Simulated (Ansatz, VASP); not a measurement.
SnO in VASP and in Ansatz

```xyz
8
Lattice="2.6501 -2.7308 0.0000 2.6501 2.7308 0.0000 0.0000 0.0000 9.4948" Properties=species:S:1:pos:R:3 pbc="T T T"
Sn    2.6501   -2.7264    9.4935
Sn    2.6501    2.7264    4.7461
Sn    2.6501   -0.0044    2.4415
Sn    2.6501    0.0044    7.1889
O     1.3250    1.3612    3.5938
O     3.9751   -1.3612    8.3412
O     3.9751    1.3612    3.5938
O     1.3250   -1.3612    8.3412
```

Change from the starting cell: strain -0.0150 x Voigt [1, -1, 0, 0, 0, 0], atoms carried along.

Alike in both runs: task single point; functional PBEsol; k mesh 10 × 10 × 4; occupations gaussian, width 0.15 eV; no spin polarisation.

|  | VASP | Ansatz |
| --- | --- | --- |
| version | VASP 6.6.1 | Ansatz 0.2.0 |
| potentials or method | VASP PAW PBE potentials, release 64 (Sn_d, O), cutoff 520 eV | scalar-relativistic, plane waves, PAW |
| valence electrons in the cell | 80 | 80 |

Ansatz gave:

```
gap on the k mesh at the Fermi level (eV)                     : none
pressure (GPa)                                                : 0.1
traceless stress, the component that is largest in VASP (GPa) : 2.58
rms of the force components (eV/Å)                            : 0.002
```

Problem. Estimate VASP's values.

Solution. gap on the k mesh at the Fermi level (eV): none; pressure (GPa): 0.3; traceless stress, the component that is largest in VASP (GPa): 2.56; rms of the force components (eV/Å): 0.037.

VASP's potentials were made for PBE, not for PBEsol. Atom by atom the forces differ by 0.035 eV/Å (rms over components). A gap of «none» marks a metal or a gap that the smearing closes.
